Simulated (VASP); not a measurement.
# N in VASP: single point with PBE

Aim: the single point of N with PBE.

Everything below comes from runs of VASP 6.6.1. Logs are shortened: lines on timing, memory, paths and dates and some standing lists are left out, and cuts for length are marked.

### Step 1. The cell of the first run

The cell holds a cluster in a box, 1 atom: a = 9.000 Å, b = 9.350 Å, c = 9.700 Å, α = 90.00°, β = 90.00°, γ = 90.00°.

### Step 2. Single point, PBE, collinear spin, ferromagnetic start

INCAR reads:

```
SYSTEM = N
  PREC = Accurate
  ENCUT = 520
  EDIFF = 1E-6
  ISMEAR = -1
  SIGMA = 0.05
  LREAL = .FALSE.
  LASPH = .TRUE.
  NELM = 200
  ALGO = Normal
  ISIF = 2
  LWAVE = .FALSE.
  LCHARG = .TRUE.
  ISPIN = 2
  MAGMOM = 3
  LORBIT = 11
  GGA = PE
  LELF = .TRUE.
  LVHAR = .TRUE.
  NBANDS = 12
  GGA_COMPAT = .FALSE.
```

KPOINTS reads:

```
Automatic mesh
0
G
  1 1 1
  0 0 0
```

POSCAR reads:

```
N
1.0
    9.0000000000      0.0000000000      0.0000000000
    0.0000000000      9.3500000000      0.0000000000
    0.0000000000      0.0000000000      9.7000000000
N
1
Direct
    0.5000000000      0.5000000000      0.5000000000
```

Potentials or basis: VASP PAW PBE potentials, release 64 (N).

Started as:

```console
$ cat potpaw_PBE.64/N/POTCAR > POTCAR
$ mpirun -np 1 vasp_gam > vasp.out
```

OUTCAR:

```text
SYSTEM = N
   PREC = Accurate
   ENCUT = 520
   EDIFF = 1E-6
   ISMEAR = -1
   LREAL = .FALSE.
   LASPH = .TRUE.
   NELM = 200
   ISIF = 2
   ISPIN = 2
   LORBIT = 11
   GGA = PE

 ion  position               nearest neighbor table
   1  0.500  0.500  0.500-

  LATTYP: Found a simple orthorhombic cell.
 ALAT       =     9.0000000000
 B/A-ratio  =     1.0388888889
 C/A-ratio  =     1.0777777778

  Lattice vectors:

 A1 = (   9.0000000000,   0.0000000000,   0.0000000000)
 A2 = (   0.0000000000,   9.3500000000,   0.0000000000)
 A3 = (   0.0000000000,   0.0000000000,   9.7000000000)

Analysis of symmetry for initial positions (statically):
=====================================================================
 Subroutine PRICEL returns:
 Original cell was already a primitive cell.

 Routine SETGRP: Setting up the symmetry group for a
 simple orthorhombic supercell.

 Subroutine GETGRP returns: Found  8 space group operations
 (whereof  8 operations were pure point group operations)
 out of a pool of  8 trial point group operations.

The static configuration has the point symmetry D_2h.

Analysis of symmetry for dynamics (positions and initial velocities):
=====================================================================
 Subroutine PRICEL returns:
 Original cell was already a primitive cell.

 Routine SETGRP: Setting up the symmetry group for a
 simple orthorhombic supercell.

 Subroutine GETGRP returns: Found  8 space group operations
 (whereof  8 operations were pure point group operations)
 out of a pool of  8 trial point group operations.

The dynamic configuration has the point symmetry D_2h.

Analysis of structural, dynamic, and magnetic symmetry:
=====================================================================
 Subroutine PRICEL returns:
 Original cell was already a primitive cell.

 Routine SETGRP: Setting up the symmetry group for a
 simple orthorhombic supercell.

 Subroutine GETGRP returns: Found  8 space group operations
 (whereof  8 operations were pure point group operations)
 out of a pool of  8 trial point group operations.

The overall configuration has the point symmetry D_2h.

 Subroutine INISYM returns: Found  8 space group operations
 (whereof  8 operations are pure point group operations),
 and found     1 'primitive' translations

----------------------------------------------------------------------------------------

                                     Primitive cell

[... 81 lines left out ...]
   IALGO  =     38    algorithm
   IMIX   =      4    mixing-type and parameters
     AMIX     =   0.40;   BMIX     =  1.00
     AMIX_MAG =   1.60;   BMIX_MAG =  1.00
  volume/ion in A,a.u.               =     816.25      5508.36
  Fermi-wavevector in a.u.,A,eV,Ry     =   0.299541  0.566050  1.220780  0.089725
  Thomas-Fermi vector in A             =   1.167030
   LORBIT       =     11    0 simple, 1 ext, 2 COOP (PROOUT), +10 PAW based schemes
   GGA     = PE    functional components
   LHFCALC =     F    Hartree Fock is set to
   AEXX    =    0.0000 exact exchange contribution
   IVDW    =     0    specifies the selected vdW correction
   LEPSILON=     F    determine dielectric tensor
   LRPA    =     F    only Hartree local field effects (RPA)
 spin polarized calculation
  energy-cutoff  :      520.00
  volume of cell :      816.25
 maximum number of plane-waves:     10992
 NGX is ok and might be reduce to    70
   NGX = 33   NGY = 35   NGZ = 37

 number of electron       5.0000000 magnetization       2.9999999

 Free energy of the ion-electron system (eV)
  ---------------------------------------------------
  ext. energy  EPLUGINS =         0.00000000
  ---------------------------------------------------
  free energy    TOTEN  =        -3.12387053 eV

  energy without entropy =       -3.12387053  energy(sigma->0) =       -3.12387053

 E-fermi :  -6.9556     XC(G=0):  -0.5064

 val. band max:       -8.1941467575   @ k =   0.0000   0.0000   0.0000
 cond. band min:      -4.0259541803   @ k =   0.0000   0.0000   0.0000
 fundamental gap:      4.1681925772
 Fermi energy:        -6.9556364584

 spin component 1

 k-point     1 :       0.0000    0.0000    0.0000
  band No.  band energies     occupation
      1     -19.7759      1.00000
      2      -8.1942      1.00000
      3      -8.1942      1.00000
      4      -8.1941      1.00000
      5      -0.4851      0.00000
      6       1.1253      0.00000
      7       1.2281      0.00000
      8       1.2290      0.00000
      9       1.3483      0.00000
     10       1.4446      0.00000
     11       1.5583      0.00000
     12       2.7450      0.00000
 Fermi energy:        -6.9556364584

 spin component 2

 k-point     1 :       0.0000    0.0000    0.0000
  band No.  band energies     occupation
      1     -15.1988      1.00000
      2      -4.0260      0.00000
      3      -4.0257      0.00000
      4      -4.0253      0.00000
      5      -0.0334      0.00000
      6       1.5899      0.00000
      7       1.6033      0.00000
      8       1.7199      0.00000
      9       1.7216      0.00000
     10       1.8551      0.00000
     11       1.8552      0.00000
     12       3.1721      0.00000

------------------------ aborting loop because EDIFF is reached ----------------------------------------

  FORCE on cell =-STRESS in cart. coord.  units (eV):
  Direction    XX          YY          ZZ          XY          YZ          ZX
  --------------------------------------------------------------------------------------
  -------------------------------------------------------------------------------------
  Total       -0.0156603     -0.0161333     -0.0165808      0.0000000      0.0000000      0.0000000
  in kB       -0.0307386     -0.0316671     -0.0325455      0.0000000      0.0000000      0.0000000
  external PRESSURE =      -0.0316504 kB  Pullay stress =       0.0000000 kB

 VOLUME and BASIS-vectors are now :
 -----------------------------------------------------------------------------
  energy-cutoff  :      520.00
  volume of cell :      816.25
      direct lattice vectors                 reciprocal lattice vectors
     9.000000000  0.000000000  0.000000000     0.111111111  0.000000000  0.000000000
     0.000000000  9.350000000  0.000000000     0.000000000  0.106951872  0.000000000
     0.000000000  0.000000000  9.700000000     0.000000000  0.000000000  0.103092784

 POSITION                                       TOTAL-FORCE (eV/Angst)
 -----------------------------------------------------------------------------------
      4.50000      4.67500      4.85000         0.000000      0.000000      0.000000
 -----------------------------------------------------------------------------------
    total drift:                                0.000000     -0.000000      0.000000

  FREE ENERGIE OF THE ION-ELECTRON SYSTEM (eV)
  ---------------------------------------------------
  free  energy   TOTEN  =        -3.1238705272 eV

  energy  without entropy=       -3.1238705271  energy(sigma->0) =       -3.12387053

 total charge

# of ion       s       p       d       tot
------------------------------------------
    1        1.364   1.907   0.000   3.271

 magnetization (x)

# of ion       s       p       d       tot
------------------------------------------
    1        0.039   1.907   0.000   1.946
```

It took 58 s on 1 thread of Intel Xeon 6975P-C (Granite Rapids), shared host; peak memory 0.9 GiB.

What came out:

```
Free energy                                           : -3.1239 eV
Gap between the frontier levels                       : 4.17 eV
Net moment                                            : 3.00 μB per cell
Site moments                                          : N +1.95 μB
Valence electrons inside the program's atomic spheres : N 3.27
```
